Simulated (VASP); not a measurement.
**MgO (Periclase): relaxation of cell and atoms with PBEsol**

MgO (Periclase):

```xyz
2
Lattice="0.0000 1.9495 1.9495 1.9495 0.0000 1.9495 1.9495 1.9495 0.0000" Properties=species:S:1:pos:R:3 pbc="T T T"
Mg    0.0000    0.0000    0.0000
O     1.9495    1.9495    1.9495
```

| Property | Result |
| --- | --- |
| Program | VASP 6.6.1 |
| Task | relaxation of cell and atoms |
| Functional | PBEsol |
| Potentials or basis | VASP PAW PBE potentials, release 64 (Mg, O) |
| Cutoff | 600 eV |
| k mesh | 8 × 8 × 8 |
| Occupations | gaussian, width 0.1 eV |
| Spin | no spin polarisation |
| Target pressure | 280 GPa |
| Dipole correction | no |
| Further INCAR settings | ALGO = Normal; EDIFF = 1e-07; IBRION = 2; EDIFFG = -0.05; NSW = 80; ISIF = 3 |

```
Relaxed volume                                         : 5.39 Å³/atom
Relaxed cell                                           : a = 2.480 Å, b = 2.480 Å, c = 2.480 Å, α = 60.00°, β = 60.00°, γ = 60.00°
Space group after relaxing (to 0.05 Å)                 : Fm-3m (No. 225)
Energy change on relaxing (the enthalpy is what falls) : +1824.8 meV/atom
Ionic steps                                            : 6
Pressure after relaxing                                : 279.4 GPa
Band gap on the k mesh                                 : 8.74 eV, indirect (least direct gap 11.01 eV)
```

The path:
```
step  energy change (eV)  largest force (eV/Å)  pressure (GPa)  volume (Å³)
   1              0.0000                0.0000           59.57        14.82
   2            203.6164                0.0000        15860.14         1.95
   3              1.1699                0.0000          133.42        12.79
   4              2.1950                0.0000          194.05        11.78
   5              3.8081                0.0000          288.79        10.69
   6              3.6495                0.0000          279.44        10.78
```

Final structure:
```yaml
crystal:
  lattice:
    - [0.00000, 1.75344, 1.75344]
    - [1.75344, 0.00000, 1.75344]
    - [1.75344, 1.75344, 0.00000]
  atoms:
    - { symbol: Mg, position: [0.00000, 0.00000, 0.00000] }
    - { symbol: O, position: [0.50000, 0.50000, 0.50000] }
```

Levels at points of the mesh, in eV from the valence-band top:
| k point | band 1 | band 2 | band 3 | band 4 | band 5 | band 6 | band 7 | band 8 |
| --- | --- | --- | --- | --- | --- | --- | --- | --- |
| (0.00, 0.00, 0.00) | -21.03 | 0.00 | 0.00 | 0.00 | 12.10 | 18.44 | 18.44 | 18.44 |
| (0.50, 0.00, 0.00) | -17.67 | -7.81 | -1.67 | -1.67 | 11.74 | 19.34 | 22.56 | 22.56 |
| (0.50, 0.50, 0.00) | -17.41 | -6.82 | -2.26 | -2.26 | 8.74 | 17.43 | 20.03 | 29.03 |

Run time: 50 s on 1 thread of Intel Xeon 8259CL, with other jobs on the host, peak memory 0.21 GiB.

Caveat: the cell is relaxed towards a set pressure, so the enthalpy falls and the energy may rise; the volume moved by over 15 % at a fixed basis, so the end points are rough; the PAW data sets were made with another functional, which shifts forces and pressure a little. A k mesh can miss the band edges.
